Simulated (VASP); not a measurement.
Crystal: Ba.

```
Ba
1.0
    -2.50000    2.50000    2.50000
     2.50000   -2.50000    2.50000
     2.50000    2.50000   -2.50000
Ba
1
Direct
  0.00000 0.00000 0.00000
```

```yaml
Program: VASP 6.6.1
Task: relaxation of cell and atoms
Functional: PBEsol
Potentials_or_basis: VASP PAW PBE potentials, release 64 (Ba_sv)
Cutoff: 600 eV
k_mesh: 9 × 9 × 9
Occupations: fermi-dirac, width 0.1 eV
Spin: no spin polarisation
```

At the start: pressure -0.5 GPa; volume 62.50 Å³/atom.

**Question.** Where does the relaxation end?

**Answer.** Over 3 steps the energy falls by 6.5 meV/atom and the volume is 58.73 Å³/atom (-6.0 %); space group Im-3m (No. 229, to 0.1 Å) before and after.

Step by step:
| step | energy change (eV) | largest force (eV/Å) | pressure (GPa) | volume (Å³) |
| --- | --- | --- | --- | --- |
| 1 | 0.0000 | 0.0000 | -0.53 | 62.50 |
| 2 | -0.0047 | 0.0000 | -0.29 | 60.66 |
| 3 | -0.0065 | 0.0000 | 0.00 | 58.73 |

Final structure:
```
Ba
1.0
    -2.44874    2.44874    2.44874
     2.44874   -2.44874    2.44874
     2.44874    2.44874   -2.44874
Ba
1
Direct
  0.00000 0.00000 0.00000
```

Caveat: the PAW data sets were made with another functional, which shifts forces and pressure a little.
